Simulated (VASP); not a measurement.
Zr2BiP2:

```
Zr Bi P
1.0
    -2.08950    2.08950    5.48234
     2.08950   -2.08950    5.48234
     2.08950    2.08950   -5.48234
Zr Bi P
2 1 2
Cartesian
  2.0895 0.0000 2.7412
  0.0000 2.0895 2.7412
  0.0000 0.0000 0.0000
  0.0000 0.0000 6.8639
  0.0000 0.0000 4.1008
```

- Program: VASP 6.6.1
- Task: relaxation of cell and atoms
- Functional: PBE
- Potentials or basis: VASP PAW PBE potentials, release 64 (Zr_sv, Bi_d, P)
- Cutoff: 500 eV
- k mesh: 6 × 6 × 6
- Occupations: gaussian, width 0.1 eV
- Spin: no spin polarisation

At the start: pressure 20.4 GPa; volume 19.15 Å³/atom.

**Question.** How do energy, volume and symmetry change on relaxing?

**Answer.** Over 11 steps the energy falls by 579.1 meV/atom and the volume is 20.76 Å³/atom (+8.4 %); space group I4/mmm (No. 139, to 0.1 Å) before and after.

Step by step:
```csv
step,energy change (eV),largest force (eV/Å),pressure (GPa),volume (Å³)
1,0.0000,2.0584,20.42,95.74
2,-0.3563,1.5208,-13.82,133.08
3,-1.3333,0.3993,-3.42,113.66
4,-1.9747,0.4243,-3.84,111.47
5,-2.1987,4.7634,4.90,100.09
6,-2.5315,0.6269,-2.95,108.16
7,-2.7647,1.5949,-0.53,104.48
8,-2.8891,0.1987,1.33,102.56
9,-2.8920,0.0111,0.98,102.84
10,-2.8896,0.0041,-1.42,105.02
11,-2.8957,0.0044,-0.10,103.79
```

Final structure:
```yaml
crystal:
  lattice:
    - [-2.47246, 2.47246, 4.24444]
    - [2.47246, -2.47246, 4.24444]
    - [2.47246, 2.47246, -4.24444]
  atoms:
    - { symbol: Zr, position: [0.25000, 0.75000, 0.50000] }
    - { symbol: Zr, position: [0.75000, 0.25000, 0.50000] }
    - { symbol: Bi, position: [0.00000, 0.00000, 0.00000] }
    - { symbol: P, position: [0.63247, 0.63247, 0.00000] }
    - { symbol: P, position: [0.36753, 0.36753, 0.00000] }
```
